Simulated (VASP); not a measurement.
# PtSe2 (P-3m1) in VASP: a series of runs

The runs below take PtSe2 through single point, relaxation of shape and atoms at fixed volume, with LDA.

Everything below comes from runs of VASP 6.6.1. Logs are shortened: lines on timing, memory, paths and dates and some standing lists are left out, and cuts for length are marked.

## (1) The cell of the first run

The structure is trigonal, space group P-3m1 (No. 164). The conventional cell has a = 3.724 Å, b = 3.724 Å, c = 5.062 Å, α = 90.00°, β = 90.00°, γ = 120.00°. Within 3.3 Å of Pt (site symmetry -3m) lie 6 Se at 2.50 Å. Within 3.4 Å of Se (site symmetry 3m) lie 3 Pt at 2.50 Å and 6 Se at 3.30 to 3.34 Å.

## (2) Single point, LDA

File INCAR:

```
SYSTEM = PtSe2
  PREC = Accurate
  ENCUT = 520
  EDIFF = 1E-6
  ISMEAR = 0
  SIGMA = 0.05
  LREAL = .FALSE.
  LASPH = .TRUE.
  NELM = 60
  ALGO = Normal
  ISIF = 2
  LWAVE = .FALSE.
  LCHARG = .FALSE.
  NBANDS = 18
```

File KPOINTS:

```
Automatic mesh
0
G
  10 10 8
  0 0 0
```

File POSCAR:

```
PtSe2
1.0
    3.7240000000      0.0000000000      0.0000000000
   -1.8620000000      3.2250786037      0.0000000000
    0.0000000000      0.0000000000      5.0620000000
Pt Se
1 2
Direct
    0.0000000000      0.0000000000      0.0000000000
    0.3333333333      0.6666666667      0.2528163286
    0.6666666667      0.3333333333      0.7471836714
```

Potentials or basis: VASP PAW LDA potentials, release 64 (Pt, Se).

On the command line:

```
cat potpaw_LDA.64/Pt/POTCAR potpaw_LDA.64/Se/POTCAR > POTCAR
mpirun -np 1 vasp_std > vasp.out
```

OUTCAR:

```text
SYSTEM = PtSe2
   PREC = Accurate
   ENCUT = 520
   EDIFF = 1E-6
   ISMEAR = 0
   LREAL = .FALSE.
   LASPH = .TRUE.
   NELM = 60
   ISIF = 2

 ion  position               nearest neighbor table
   1  0.000  0.000  0.000-   2 2.50   3 2.50   3 2.50   2 2.50   3 2.50   2 2.50
   2  0.333  0.667  0.253-   1 2.50   1 2.50   1 2.50
   3  0.667  0.333  0.747-   1 2.50   1 2.50   1 2.50

  LATTYP: Found a hexagonal cell.
 ALAT       =     3.7240000000
 C/A-ratio  =     1.3592910849

  Lattice vectors:

 A1 = (   3.7240000000,   0.0000000000,   0.0000000000)
 A2 = (  -1.8620000000,   3.2250786037,   0.0000000000)
 A3 = (   0.0000000000,   0.0000000000,   5.0620000000)

Analysis of symmetry for initial positions (statically):
=====================================================================
 Subroutine PRICEL returns:
 Original cell was already a primitive cell.

 Routine SETGRP: Setting up the symmetry group for a
 hexagonal supercell.

 Subroutine GETGRP returns: Found 12 space group operations
 (whereof 12 operations were pure point group operations)
 out of a pool of 24 trial point group operations.

The static configuration has the point symmetry D_3d.

Analysis of symmetry for dynamics (positions and initial velocities):
=====================================================================
 Subroutine PRICEL returns:
 Original cell was already a primitive cell.

 Routine SETGRP: Setting up the symmetry group for a
 hexagonal supercell.

 Subroutine GETGRP returns: Found 12 space group operations
 (whereof 12 operations were pure point group operations)
 out of a pool of 24 trial point group operations.

The dynamic configuration has the point symmetry D_3d.

 Subroutine INISYM returns: Found 12 space group operations
 (whereof 12 operations are pure point group operations),
 and found     1 'primitive' translations

----------------------------------------------------------------------------------------

                                     Primitive cell

  volume of cell :      60.7956

  direct lattice vectors                    reciprocal lattice vectors
     3.724000000  0.000000000  0.000000000     0.268528464  0.155034981  0.000000000
[... 78 lines left out ...]
 SYSTEM =  PtSe2
   PREC   = accura    normal or accurate (medium, high low for compatibility)
   ISTART =      0    job   : 0-new  1-cont  2-samecut
   ICHARG =      2    charge: 1-file 2-atom 10-const
   ISPIN  =      1    spin polarized calculation?
   LNONCOLLINEAR =      F non collinear calculations
   LSORBIT =      F    spin-orbit coupling
   LASPH  =      T    aspherical Exc in radial PAW
   ENCUT  =  520.0 eV  38.22 Ry    6.18 a.u.   6.92  6.92  9.41*2*pi/ulx,y,z
   NELM   =     60;   NELMIN=  2; NELMDL= -5     # of ELM steps
   EDIFF  = 0.1E-05   stopping-criterion for ELM
   LREAL  =      F    real-space projection
   EDIFFG = 0.1E-04   stopping-criterion for IOM
   NSW    =      0    number of steps for IOM
   IBRION =     -1    ionic relax: 0-MD 1-quasi-New 2-CG
   NFREE  =      0    steps in history (QN), initial steepest desc. (CG)
   ISIF   =      2    stress and relaxation
   ISYM   =      2    0-nonsym 1-usesym 2-fastsym
   POTIM  = 0.5000    time-step for ionic-motion
   TEBEG  =    0.0;   TEEND  =   0.0 temperature during run
   PSTRESS=    0.0 pullay stress
   NELECT =      22.0000    total number of electrons
   NUPDOWN=      -1.0000    fix difference up-down
   EMIN   =  10.00;   EMAX   =-10.00  energy-range for DOS
   EFERMI =   0.00;   METHOD = LEGACY
   ISMEAR =     0;   SIGMA  =   0.05  broadening in eV -4-tet -1-fermi 0-gaus
   EFERMI_NEDOS =   21; number of points for ismear=-14 and -15
   IALGO  =     38    algorithm
   IMIX   =      4    mixing-type and parameters
     AMIX     =   0.40;   BMIX     =  1.00
     AMIX_MAG =   1.60;   BMIX_MAG =  1.00
  volume/ion in A,a.u.               =      20.27       136.76
  Fermi-wavevector in a.u.,A,eV,Ry     =   1.166608  2.204570 18.517184  1.360975
  Thomas-Fermi vector in A             =   2.303119
   LORBIT       =      0    0 simple, 1 ext, 2 COOP (PROOUT), +10 PAW based schemes
   GGA     = CA    functional components
   LHFCALC =     F    Hartree Fock is set to
   AEXX    =    0.0000 exact exchange contribution
   IVDW    =     0    specifies the selected vdW correction
   LEPSILON=     F    determine dielectric tensor
   LRPA    =     F    only Hartree local field effects (RPA)
 non-spin polarized calculation
 Gauss-broadening in eV      SIGMA  =   0.05
  energy-cutoff  :      520.00
  volume of cell :       60.80
 maximum number of plane-waves:      1654
   NGX = 13   NGY = 13   NGZ = 19

 number of electron      21.9999999 magnetization

 Free energy of the ion-electron system (eV)
  ---------------------------------------------------
  ext. energy  EPLUGINS =         0.00000000
  ---------------------------------------------------
  free energy    TOTEN  =       -17.06391141 eV

  energy without entropy =      -17.06258341  energy(sigma->0) =      -17.06324741

 E-fermi :   6.4776     XC(G=0): -10.9095

 val. band max:        6.4746053290   @ k =  -0.2000   0.5000   0.1250
 cond. band min:       6.5018236960   @ k =   0.0000   0.2000   0.2500
 fundamental gap:      0.0272183670
 Fermi energy:         6.4776336169

 k-point     1 :       0.0000    0.0000    0.0000
  band No.  band energies     occupation
      1      -9.1824      2.00000
      2      -6.3878      2.00000
      3      -0.7039      2.00000
      4       0.0782      2.00000
      5       0.0782      2.00000
      6       2.5242      2.00000
[... 481 lines left out ...]
      5       1.0356      2.00000
      6       2.1680      2.00000
[... 10 lines left out ...]
     17      14.2791      0.00000
     18      17.0200      0.00000

 [... further k-points ...]
[... 5 lines left out ...]
  --------------------------------------------------------------------------------------
  -------------------------------------------------------------------------------------
  Total       -0.1795603     -0.1795603     -0.7641499      0.0000000      0.0000000      0.0000000
  in kB       -4.7320435     -4.7320435    -20.1380324      0.0000000      0.0000000      0.0000000
  external PRESSURE =      -9.8673731 kB  Pullay stress =       0.0000000 kB

 VOLUME and BASIS-vectors are now :
 -----------------------------------------------------------------------------
  energy-cutoff  :      520.00
  volume of cell :       60.80
      direct lattice vectors                 reciprocal lattice vectors
     3.724000000  0.000000000  0.000000000     0.268528464  0.155034981  0.000000000
    -1.862000000  3.225078604  0.000000000     0.000000000  0.310069962  0.000000000
     0.000000000  0.000000000  5.062000000     0.000000000  0.000000000  0.197550375

 POSITION                                       TOTAL-FORCE (eV/Angst)
 -----------------------------------------------------------------------------------
      0.00000      0.00000      0.00000         0.000000      0.000000      0.000000
     -0.00000      2.15005      1.27976         0.000000      0.000000      0.052360
      1.86200      1.07503      3.78224        -0.000000     -0.000000     -0.052360
 -----------------------------------------------------------------------------------
    total drift:                               -0.000000      0.000000      0.000000

  FREE ENERGIE OF THE ION-ELECTRON SYSTEM (eV)
  ---------------------------------------------------
  free  energy   TOTEN  =       -17.0639114115 eV

  energy  without entropy=      -17.0625834056  energy(sigma->0) =      -17.06324741
```

OSZICAR:

```text
N       E                     dE             d eps       ncg     rms          rms(c)
DAV:   1     0.110364994647E+03    0.11036E+03   -0.10048E+04  3400   0.108E+03
DAV:   2    -0.125699089032E+02   -0.12293E+03   -0.11874E+03  4158   0.213E+02
DAV:   3    -0.178691140875E+02   -0.52992E+01   -0.52608E+01  3984   0.441E+01
DAV:   4    -0.179114626820E+02   -0.42349E-01   -0.42332E-01  4230   0.432E+00
DAV:   5    -0.179118837107E+02   -0.42103E-03   -0.42102E-03  4040   0.416E-01    0.130E+01
DAV:   6    -0.173094857735E+02    0.60240E+00   -0.41467E+00  3506   0.184E+01    0.787E+00
DAV:   7    -0.170963493171E+02    0.21314E+00   -0.80578E-01  3460   0.895E+00    0.391E+00
DAV:   8    -0.170664379148E+02    0.29911E-01   -0.54728E-02  3732   0.166E+00    0.797E-01
DAV:   9    -0.170639302017E+02    0.25077E-02   -0.55135E-03  3792   0.683E-01    0.208E-01
DAV:  10    -0.170639208826E+02    0.93191E-05   -0.97427E-04  3798   0.196E-01    0.395E-02
DAV:  11    -0.170639122922E+02    0.85904E-05   -0.57773E-05  3808   0.611E-02    0.251E-02
DAV:  12    -0.170639114115E+02    0.88073E-06   -0.52234E-06  3932   0.129E-02
   1 F= -.17063911E+02 E0= -.17063247E+02  d E =-.132801E-02
```

stdout:

```text
POSCAR found type information on POSCAR PtSe
 POSCAR found :  2 types and       3 ions
 scaLAPACK will be used
 LDA part: xc-table for (Slater(with rela. corr.)+CA(PZ))
 , standard interpolation
 POSCAR, INCAR and KPOINTS ok, starting setup
 FFT: planning ... GRIDC
 FFT: planning ... GRID_SOFT
 FFT: planning ... GRID
 WAVECAR not read
 entering main loop
```

It took 74 s on 1 thread of Intel Xeon 8259CL, shared host; peak memory 0.23 GiB.

What came out:

- Free energy: -17.0639 eV
- Pressure: -1.0 GPa
- Largest force: 0.052 eV/Å
- Band gap on the k mesh: zero (bands 11 and 12 overlap by 0.58 eV)

Forces in eV/Å, atoms in the order of the input:
```
Pt   0.000  0.000  0.000
Se   0.000  0.000  0.052
Se   0.000  0.000 -0.052
```

Levels at points of the mesh, in eV from the Fermi level:
```tsv
k point	band 8	band 9	band 10	band 11	band 12	band 13	band 14	band 15
(0.00, 0.00, 0.00)	-2.56	-1.01	-1.01	0.46	1.41	1.41	3.52	4.04
(0.50, 0.00, 0.00)	-3.49	-3.42	-3.36	-2.95	0.61	2.35	4.79	5.76
(0.00, 0.00, 0.50)	-3.00	-1.70	-1.48	-1.48	2.30	2.30	4.76	6.26
(0.50, 0.00, 0.50)	-3.44	-3.16	-2.75	-1.34	0.93	1.49	4.52	4.65
```

Caveat: spin-orbit coupling is left out, which moves the levels of the heavy elements.

## (3) Relaxation of shape and atoms at fixed volume, LDA (18.47 Å³/atom)

This run uses another cell than the first one, of 18.47 Å³/atom.

File INCAR:

```
  PREC = Accurate
  ENCUT = 600
  EDIFF = 1E-6
  ISMEAR = 0
  SIGMA = 0.05
  LREAL = F
  LASPH = T
  NELM = 80
  ALGO = Normal
  ISIF = 4
  LWAVE = F
  LCHARG = F
  IBRION = 2
  NSW = 60
  EDIFFG = -0.01
```

File KPOINTS:

```
Automatic mesh
0
Gamma
  10 10 8
```

File POSCAR:

```
PtSe2
1.0
    3.7101428296      0.0000000000      0.0000000000
   -1.8550714148      3.2130779421      0.0000000000
    0.0000000000      0.0000000000      4.6486808957
Pt Se
1 2
Direct
    0.0000000000      0.0000000000      0.0000000000
    0.3333333333      0.6666666667      0.2683795269
    0.6666666667      0.3333333333      0.7316204731
```

Potentials or basis: VASP PAW LDA potentials, release 64 (Pt, Se).

On the command line:

```
cat potpaw_LDA.64/Pt/POTCAR potpaw_LDA.64/Se/POTCAR > POTCAR
mpirun -np 1 vasp_std > vasp.out
```

Run time: 3.2 min. Hardware: 1 thread of Intel Xeon 8259CL, shared host; peak memory 0.24 GiB.

Results (log left out):

- Free energy: -17.0707 eV
- Energy gained by relaxing: 2.5 meV/atom
- Ionic steps: 4
- Pressure after relaxing: 3.4 GPa
- Largest force after relaxing: 0.007 eV/Å
- Band gap on the k mesh: zero (bands 11 and 12 overlap by 1.04 eV)

Forces in eV/Å, atoms in the order of the input:
```
Pt   0.000  0.000  0.000
Se   0.000  0.000 -0.007
Se   0.000  0.000  0.007
```

Stress tensor (GPa, compression positive):
```
3.43 0.00 0.00
0.00 3.43 0.00
0.00 0.00 3.30
```

The path:
```csv
step,energy change (eV),largest force (eV/Å),pressure (GPa),volume (Å³)
1,0.0000,0.2810,5.09,55.42
2,-0.0065,0.0884,3.99,55.42
3,-0.0074,0.0168,3.39,55.42
4,-0.0075,0.0068,3.39,55.42
```

Final structure:
```
Pt Se
1.0
     3.72587    0.00000    0.00000
    -1.86293    3.22670    0.00000
     0.00000    0.00000    4.60953
Pt Se
1 2
Cartesian
  3.7259 0.0000 0.0000
  0.0000 2.1511 1.2572
  1.8629 1.0756 3.3523
```

Levels at points of the mesh, in eV from the Fermi level:
```csv
k point,band 7,band 8,band 9,band 10,band 11,band 12,band 13,band 14,band 15
"(0.00, 0.00, 0.00)",-3.93,-2.48,-0.98,-0.98,0.96,0.96,1.05,3.05,4.42
"(0.50, 0.00, 0.00)",-4.06,-3.61,-3.42,-3.36,-2.99,0.52,2.89,5.36,6.34
"(0.00, 0.00, 0.50)",-4.01,-2.99,-1.92,-1.92,-1.63,2.62,2.62,5.10,6.51
"(0.50, 0.00, 0.50)",-3.46,-3.45,-3.14,-2.58,-1.00,0.48,1.66,4.91,5.47
```

Caveat: spin-orbit coupling is left out, which moves the levels of the heavy elements.

## (4) Single point, LDA, collinear spin

This run uses another cell than the first one: it holds 6 atoms, not 3.

File INCAR:

```
SYSTEM = PtSe2
PREC     = Accurate       ! precision mode
ENCUT    = 520            ! plane-wave cutoff, eV
EDIFF    = 1E-6           ! SCF threshold, eV
ISMEAR   = 0              ! smearing method
SIGMA    = 0.05           ! smearing width, eV
LREAL    = .FALSE.        ! projectors in reciprocal space
LASPH    = .TRUE.         ! aspherical terms in the spheres
NELM     = 150            ! most SCF steps
ALGO     = Fast           ! electronic algorithm
ISIF     = 2              ! what is computed and relaxed
LWAVE    = .FALSE.        ! write WAVECAR
LCHARG   = .TRUE.         ! write CHGCAR
ISPIN    = 2              ! spin polarisation
MAGMOM   = 1 -1 0 0 0 0   ! initial moments
LORBIT   = 11             ! projections on sites
LMAXMIX  = 4              ! l up to which the mixer works
LELF     = .TRUE.         ! ELF
LVHAR    = .TRUE.       
NBANDS   = 35             ! bands
```

File KPOINTS:

```
Automatic mesh
0
G
  8 8 4
  0 0 0
```

File POSCAR:

```
PtSe2
1.0
    3.7426818375      0.0000000000      0.0000000000
   -1.8713409187      3.2412575495      0.0000000000
    0.0000000000      0.0000000000      9.5170847517
Pt Se
2 4
Direct
    0.0000000000      0.0000000000      0.0000000000
    0.0000000000      0.0000000000      0.5000000000
    0.3333333333      0.6666666667      0.1322537990
    0.6666666667      0.3333333333      0.3677462010
    0.3333333333      0.6666666667      0.6322537990
    0.6666666667      0.3333333333      0.8677462010
```

On the command line:

```
cat potpaw_LDA.64/Pt/POTCAR potpaw_LDA.64/Se/POTCAR > POTCAR
mpirun -np 1 vasp_std > vasp.out
```

It took 3 min on 1 thread of Oxide Virtual Turin-like, shared host; peak memory 0.31 GiB.

The run converged. Its results:

```yaml
Free_energy: -34.1912 eV
Pressure: 0.4 GPa
Largest_force: 0.061 eV/Å
Band_gap_on_the_k_mesh: zero (filled and empty bands overlap)
Net_moment: 0.00 μB per cell
Valence_electrons_inside_the_program's_atomic_spheres: Pt 9.46; Se 3.79
```

Forces in eV/Å, atoms in the order of the input:
```
Pt   0.000  0.000  0.000
Pt   0.000  0.000  0.000
Se   0.000  0.000  0.061
Se   0.000  0.000 -0.061
Se   0.000  0.000  0.061
Se   0.000  0.000 -0.061
```

Stress tensor (GPa, compression positive):
```
0.46 0.00 0.00
0.00 0.46 0.00
0.00 0.00 0.19
```

Levels at points of the mesh, in eV from the Fermi level:
Spin up:
```csv
k point,band 18,band 19,band 20,band 21,band 22,band 23,band 24,band 25,band 26,band 27
"(0.00, 0.00, 0.00)",-1.86,-1.75,-1.13,-1.13,0.76,1.02,1.02,2.35,2.35,3.06
"(0.50, 0.00, 0.00)",-3.46,-3.26,-3.07,-2.79,-1.19,0.42,0.54,1.42,2.53,4.69
"(0.00, 0.00, 0.50)",-1.53,-1.53,-1.53,-0.67,-0.67,1.67,1.67,1.67,1.67,3.76
"(0.50, 0.00, 0.50)",-3.36,-3.33,-3.33,-2.19,-2.19,1.35,1.35,1.49,1.49,4.05
```
Spin down:
```tsv
k point	band 20	band 21	band 22	band 23	band 24	band 25
(0.00, 0.00, 0.00)	-1.13	-1.13	0.76	1.02	1.02	2.35
(0.50, 0.00, 0.00)	-3.07	-2.79	-1.19	0.42	0.54	1.42
(0.00, 0.00, 0.50)	-1.53	-0.67	-0.67	1.67	1.67	1.67
(0.50, 0.00, 0.50)	-3.33	-2.19	-2.19	1.35	1.35	1.49
```

Caveat: spin-orbit coupling is left out, which moves the levels of the heavy elements.

## (5) Overview

```tsv
task	spin	cell	k mesh	cutoff (eV)	gap on the mesh (eV)	pressure (GPa)	largest force (eV/Å)
single point	off	a = 3.724, b = 3.724, c = 5.062 Å, angles 90.0, 90.0, 120.0°, 3 atoms, atomic positions A	10 × 10 × 8	520	none	-1.0	0.05
relaxation of shape and atoms at fixed volume	off	relaxed from a = 3.710, b = 3.710, c = 4.649 Å, angles 90.0, 90.0, 120.0°, 3 atoms, atomic positions B	10 × 10 × 8	600	none	3.4	0.01
single point	collinear	a = 3.743, b = 3.743, c = 9.517 Å, angles 90.0, 90.0, 120.0°, 6 atoms, atomic positions C	8 × 8 × 4	520	none	0.4	0.06
```

Alike in all rows: level LDA; potentials or basis VASP PAW LDA potentials, release 64 (Pt, Se); smearing gaussian 0.05 eV.

Caveats: spin-orbit coupling is left out, which moves the levels of the heavy elements.

Total energies depend on the potentials used, so only differences within one code and one set of settings carry meaning.

The gap in the log of VASP goes by the Fermi energy; the results here count the filled bands.